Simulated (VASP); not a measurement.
## CoSi (rocksalt type): relaxation of cell and atoms with PBEsol

The system is CoSi (rocksalt type).

```
Co Si
1.0
     0.00000    2.29239    2.29239
     2.29239    0.00000    2.29239
     2.29239    2.29239    0.00000
Co Si
1 1
Direct
  0.00000 0.00000 0.00000
  0.50000 0.50000 0.50000
```

```json
{"Program": "VASP 6.6.1", "Task": "relaxation of cell and atoms", "Functional": "PBEsol", "Potentials or basis": "VASP PAW PBE potentials, release 64 (Co, Si)", "Cutoff": "600 eV", "k mesh": "15 × 15 × 15", "Occupations": "fermi-dirac, width 0.08 eV", "Spin": "collinear spin, ferromagnetic start", "Starting moments": "[1.7, 0.0] μB", "Dipole correction": "no", "Further INCAR settings": "ALGO = Normal; EDIFF = 1e-07; IBRION = 2; EDIFFG = -0.005; NSW = 60; ISIF = 3"}
```

- Relaxed volume: 12.26 Å³/atom
- Relaxed cell: a = 3.261 Å, b = 3.261 Å, c = 3.261 Å, α = 60.00°, β = 60.00°, γ = 60.00°
- Space group after relaxing (to 0.1 Å): Fm-3m (No. 225)
- Energy gained by relaxing: 2.1 meV/atom
- Ionic steps: 3
- Pressure after relaxing: 0.0 GPa
- Net moment: 0.00 μB per cell
- Valence electrons inside the program's atomic spheres: Co 8.57; Si 1.65

Step by step:
```tsv
step	energy change (eV)	largest force (eV/Å)	pressure (GPa)	volume (Å³)
1	0.0000	0.0000	3.21	24.09
2	-0.0001	0.0000	-2.96	24.95
3	-0.0042	0.0000	-0.01	24.52
```

Final structure:
```cif
data_structure
_symmetry_space_group_name_H-M 'P 1'
_symmetry_Int_Tables_number 1
_cell_length_a 3.2608
_cell_length_b 3.2608
_cell_length_c 3.2608
_cell_angle_alpha 60.000
_cell_angle_beta 60.000
_cell_angle_gamma 60.000
_cell_volume 24.52
loop_
_atom_site_label
_atom_site_type_symbol
_atom_site_fract_x
_atom_site_fract_y
_atom_site_fract_z
_atom_site_occupancy
Co1 Co 0.00000 0.00000 0.00000 1
Si1 Si 0.50000 0.50000 0.50000 1
```

Levels at points of the mesh, in eV from the Fermi level:
Spin up:
```tsv
k point	band 2	band 3	band 4	band 5	band 6	band 7	band 8	band 9	band 10	band 11
(0.00, 0.00, 0.00)	-2.02	-2.02	-2.02	-1.94	-1.94	4.56	4.56	4.56	10.91	10.91
```
Spin down:
```tsv
k point	band 3	band 4	band 5	band 6	band 7	band 8	band 9	band 10
(0.00, 0.00, 0.00)	-2.02	-2.02	-1.94	-1.94	4.56	4.56	4.56	10.91
```

Run time: 5.2 min on 1 thread of Intel Xeon 8259CL, with other jobs on the host, peak memory 0.23 GiB.

Caveat: the moments typed at the start vanished in this run; the PAW data sets were made with another functional, which shifts forces and pressure a little.
